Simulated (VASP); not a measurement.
# PbF2 (Fm-3m) in VASP: further runs, part 2 of 3

VASP 6.6.1.

### Step 3. Single point, PBE, non-collinear spin, zero start, spin-orbit coupling

Input file INCAR:

```
SYSTEM = PbF2
  PREC = Accurate
  ENCUT = 520
  EDIFF = 1E-6
  ISMEAR = 0
  SIGMA = 0.05
  LREAL = .False.
  LASPH = .True.
  NELM = 150
  ALGO = Normal
  ISIF = 2
  LWAVE = .False.
  LCHARG = .False.
  MAGMOM = 0 0 0 0 0 0 0 0 0
  LORBIT = 11
  LSORBIT = .True.
  GGA_COMPAT = .False.
  LORBMOM = .True.
  GGA = PE
  NBANDS = 41
```

Input file KPOINTS:

```
Automatic mesh
0
Gamma
  8 8 8
  0 0 0
```

Input file POSCAR:

```
PbF2
1.0
    0.0000000000      2.9989697818      2.9989697818
    2.9989697818      0.0000000000      2.9989697818
    2.9989697818      2.9989697818      0.0000000000
Pb F
1 2
Direct
    0.0000000000      0.0000000000      0.0000000000
    0.2500000000      0.2500000000      0.2500000000
    0.7500000000      0.7500000000      0.7500000000
```

Potentials or basis: VASP PAW PBE potentials, release 64 (Pb_d, F).

Run with:

```
cat potpaw_PBE.64/Pb_d/POTCAR potpaw_PBE.64/F/POTCAR > POTCAR
mpirun -np 1 vasp_ncl > vasp.out
```

OUTCAR:

```text
SYSTEM = PbF2
   PREC = Accurate
   ENCUT = 520
   EDIFF = 1E-6
   ISMEAR = 0
   LREAL = .False.
   LASPH = .True.
   NELM = 150
   ISIF = 2
   LORBIT = 11
   LSORBIT = .True.
   GGA = PE

 ion  position               nearest neighbor table
   1  0.000  0.000  0.000-   2 2.60   3 2.60   3 2.60   3 2.60   3 2.60   2 2.60   2 2.60   2 2.60

   2  0.250  0.250  0.250-   1 2.60   1 2.60   1 2.60   1 2.60
   3  0.750  0.750  0.750-   1 2.60   1 2.60   1 2.60   1 2.60

  LATTYP: Found a face centered cubic cell.
 ALAT       =     5.9979395636

  Lattice vectors:

 A1 = (   0.0000000000,   2.9989697818,   2.9989697818)
 A2 = (   2.9989697818,   0.0000000000,   2.9989697818)
 A3 = (   2.9989697818,   2.9989697818,   0.0000000000)

Analysis of symmetry for initial positions (statically):
=====================================================================
 Subroutine PRICEL returns:
 Original cell was already a primitive cell.

 Routine SETGRP: Setting up the symmetry group for a
 face centered cubic supercell.

 Subroutine GETGRP returns: Found 48 space group operations
 (whereof 48 operations were pure point group operations)
 out of a pool of 48 trial point group operations.

The static configuration has the point symmetry O_h .

Analysis of symmetry for dynamics (positions and initial velocities):
=====================================================================
 Subroutine PRICEL returns:
 Original cell was already a primitive cell.

 Routine SETGRP: Setting up the symmetry group for a
 face centered cubic supercell.

 Subroutine GETGRP returns: Found 48 space group operations
 (whereof 48 operations were pure point group operations)
 out of a pool of 48 trial point group operations.

The dynamic configuration has the point symmetry O_h .

Analysis of structural, dynamic, and magnetic symmetry:
=====================================================================
 Subroutine PRICEL returns:
 Original cell was already a primitive cell.

 Routine SETGRP: Setting up the symmetry group for a
 face centered cubic supercell.

 Subroutine GETGRP returns: Found 48 space group operations
 (whereof 48 operations were pure point group operations)
 out of a pool of 48 trial point group operations.

The overall configuration has the point symmetry O_h .

 Subroutine INISYM returns: Found 48 space group operations
 (whereof 48 operations are pure point group operations),
 and found     1 'primitive' translations

----------------------------------------------------------------------------------------

                                     Primitive cell

  volume of cell :      53.9444

  direct lattice vectors                    reciprocal lattice vectors
     0.000000000  2.998969782  2.998969782    -0.166723921  0.166723921  0.166723921
     2.998969782  0.000000000  2.998969782     0.166723921 -0.166723921  0.166723921
     2.998969782  2.998969782  0.000000000     0.166723921  0.166723921 -0.166723921

[... 1179 lines left out ...]
 [bands above 40 left out]

------------------------ aborting loop because EDIFF is reached ----------------------------------------

  FORCE on cell =-STRESS in cart. coord.  units (eV):
  Direction    XX          YY          ZZ          XY          YZ          ZX
  --------------------------------------------------------------------------------------
  -------------------------------------------------------------------------------------
  Total       -0.0642169     -0.0642169     -0.0642169     -0.0000000     -0.0000000      0.0000000
  in kB       -1.9072769     -1.9072769     -1.9072769     -0.0000000     -0.0000000      0.0000000
  external PRESSURE =      -1.9072769 kB  Pullay stress =       0.0000000 kB

 VOLUME and BASIS-vectors are now :
 -----------------------------------------------------------------------------
  energy-cutoff  :      520.00
  volume of cell :       53.94
      direct lattice vectors                 reciprocal lattice vectors
     0.000000000  2.998969782  2.998969782    -0.166723921  0.166723921  0.166723921
     2.998969782  0.000000000  2.998969782     0.166723921 -0.166723921  0.166723921
     2.998969782  2.998969782  0.000000000     0.166723921  0.166723921 -0.166723921

 POSITION                                       TOTAL-FORCE (eV/Angst)
 -----------------------------------------------------------------------------------
      0.00000      0.00000      0.00000        -0.000000     -0.000000     -0.000000
      1.49948      1.49948      1.49948        -0.000000     -0.000000     -0.000000
      4.49845      4.49845      4.49845         0.000000      0.000000      0.000000
 -----------------------------------------------------------------------------------
    total drift:                               -0.000000     -0.000000     -0.000000

  FREE ENERGIE OF THE ION-ELECTRON SYSTEM (eV)
  ---------------------------------------------------
  free  energy   TOTEN  =       -14.6245392330 eV

  energy  without entropy=      -14.6245392330  energy(sigma->0) =      -14.62453923

 orbital moment (x)

 # of ion     p       d       tot
 ----------------------------------------
  1         0.000   0.000   0.000
  2         0.000   0.000   0.000
  3        -0.000   0.000  -0.000
 ----------------------------------------
            0.000   0.000   0.000

 orbital moment (y)

 # of ion     p       d       tot
 ----------------------------------------
  1         0.000   0.000   0.000
  2         0.000   0.000   0.000
  3        -0.000   0.000  -0.000
 ----------------------------------------
            0.000   0.000   0.000

 orbital moment (z)

 # of ion     p       d       tot
 ----------------------------------------
  1         0.000   0.000   0.000
  2         0.000   0.000   0.000
  3         0.000   0.000   0.000
 ----------------------------------------
            0.000   0.000   0.000

 Spin-Orbit-Coupling matrix elements

 Ion:    1  E_soc:     -0.5575921
 l=   1
     0.0000000    -0.0276637    -0.0276637
    -0.0276637     0.0000000    -0.0276637
    -0.0276637    -0.0276637     0.0000000
 l=   2
     0.0000000    -0.0129350     0.0000000    -0.0129350    -0.0523333
    -0.0129350     0.0000000    -0.0392500    -0.0129350    -0.0130833
     0.0000000    -0.0392500     0.0000000    -0.0392500     0.0000000
    -0.0129350    -0.0129350    -0.0392500     0.0000000    -0.0130833
    -0.0523333    -0.0130833     0.0000000    -0.0130833     0.0000000
 l=   3
     0.0000000     0.0000000     0.0000000     0.0000000     0.0000000     0.0000000     0.0000000
     0.0000000     0.0000000     0.0000000     0.0000000     0.0000000     0.0000000     0.0000000
     0.0000000     0.0000000     0.0000000     0.0000000     0.0000000     0.0000000     0.0000000
     0.0000000     0.0000000     0.0000000     0.0000000     0.0000000     0.0000000     0.0000000
[... 29 lines left out ...]
 l=   2
     0.0000000     0.0000000     0.0000000     0.0000000     0.0000000
     0.0000000     0.0000000     0.0000000     0.0000000     0.0000000
     0.0000000     0.0000000     0.0000000     0.0000000     0.0000000
     0.0000000     0.0000000     0.0000000     0.0000000     0.0000000
     0.0000000     0.0000000     0.0000000     0.0000000     0.0000000
 l=   3
     0.0000000     0.0000000     0.0000000     0.0000000     0.0000000     0.0000000     0.0000000
     0.0000000     0.0000000     0.0000000     0.0000000     0.0000000     0.0000000     0.0000000
     0.0000000     0.0000000     0.0000000     0.0000000     0.0000000     0.0000000     0.0000000
     0.0000000     0.0000000     0.0000000     0.0000000     0.0000000     0.0000000     0.0000000
     0.0000000     0.0000000     0.0000000     0.0000000     0.0000000     0.0000000     0.0000000
     0.0000000     0.0000000     0.0000000     0.0000000     0.0000000     0.0000000     0.0000000
     0.0000000     0.0000000     0.0000000     0.0000000     0.0000000     0.0000000     0.0000000

 total charge

# of ion       s       p       d       tot
------------------------------------------
    1        1.549   0.282   9.865  11.695
    2        1.742   4.317   0.000   6.058
    3        1.742   4.317   0.000   6.058
--------------------------------------------------
tot          5.032   8.915   9.865  23.812

 magnetization (x)

# of ion       s       p       d       tot
------------------------------------------
    1        0.000   0.000   0.000   0.000
    2        0.000   0.000   0.000   0.000
    3        0.000   0.000   0.000   0.000
--------------------------------------------------
tot          0.000   0.000   0.000   0.000

 magnetization (y)

# of ion       s       p       d       tot
------------------------------------------
    1        0.000  -0.000   0.000  -0.000
    2        0.000   0.000   0.000   0.000
    3        0.000   0.000   0.000   0.000
--------------------------------------------------
tot          0.000  -0.000   0.000  -0.000

 magnetization (z)

# of ion       s       p       d       tot
------------------------------------------
    1        0.000  -0.000   0.000  -0.000
    2        0.000   0.000   0.000   0.000
    3        0.000   0.000   0.000   0.000
--------------------------------------------------
tot          0.000  -0.000   0.000   0.000
```

OSZICAR:

```text
N       E                     dE             d eps       ncg     rms          rms(c)
DAV:   1     0.364995426552E+03    0.36500E+03   -0.13728E+04  2378   0.157E+03
DAV:   2     0.346051907221E+02   -0.33039E+03   -0.30736E+03  2530   0.456E+02
DAV:   3    -0.142512352967E+02   -0.48856E+02   -0.47596E+02  2737   0.193E+02
DAV:   4    -0.165159022529E+02   -0.22647E+01   -0.22582E+01  2909   0.449E+01
DAV:   5    -0.165923043509E+02   -0.76402E-01   -0.76384E-01  3243   0.832E+00    0.801E+00
DAV:   6    -0.146265786103E+02    0.19657E+01   -0.58915E+00  3457   0.240E+01    0.271E+00
DAV:   7    -0.146298725011E+02   -0.32939E-02   -0.54489E-01  2587   0.460E+00    0.159E+00
DAV:   8    -0.146276676950E+02    0.22048E-02   -0.12073E-01  2601   0.381E+00    0.600E-01
DAV:   9    -0.146233227799E+02    0.43449E-02   -0.18520E-02  3329   0.124E+00    0.108E-01
DAV:  10    -0.146243955798E+02   -0.10728E-02   -0.12971E-03  2739   0.387E-01    0.722E-02
DAV:  11    -0.146245342398E+02   -0.13866E-03   -0.13097E-04  2666   0.106E-01    0.174E-02
DAV:  12    -0.146245349661E+02   -0.72628E-06   -0.15727E-05  3294   0.529E-02    0.804E-03
DAV:  13    -0.146245397214E+02   -0.47553E-05   -0.11558E-05  2585   0.374E-02    0.545E-03
DAV:  14    -0.146245392330E+02    0.48845E-06   -0.19497E-06  2707   0.221E-02
   1 F= -.14624539E+02 E0= -.14624539E+02  d E =-.182132E-13  mag=    -0.0000     0.0000    -0.0000
```

Wall time 3.4 min (1 thread of Oxide Virtual Turin-like, shared host); peak memory 0.31 GiB.

What came out:

* Free energy: -14.6245 eV
* Pressure: -0.2 GPa
* Net moment: 0.00 μB per cell
* Valence electrons inside the program's atomic spheres: Pb 11.70; F 6.06

Moments on the atoms (μB; x, y, z):
```
Pb  0.00 0.00 0.00
F   0.00 0.00 0.00
F   0.00 0.00 0.00
```

(Part 2 of 3 ends here.)
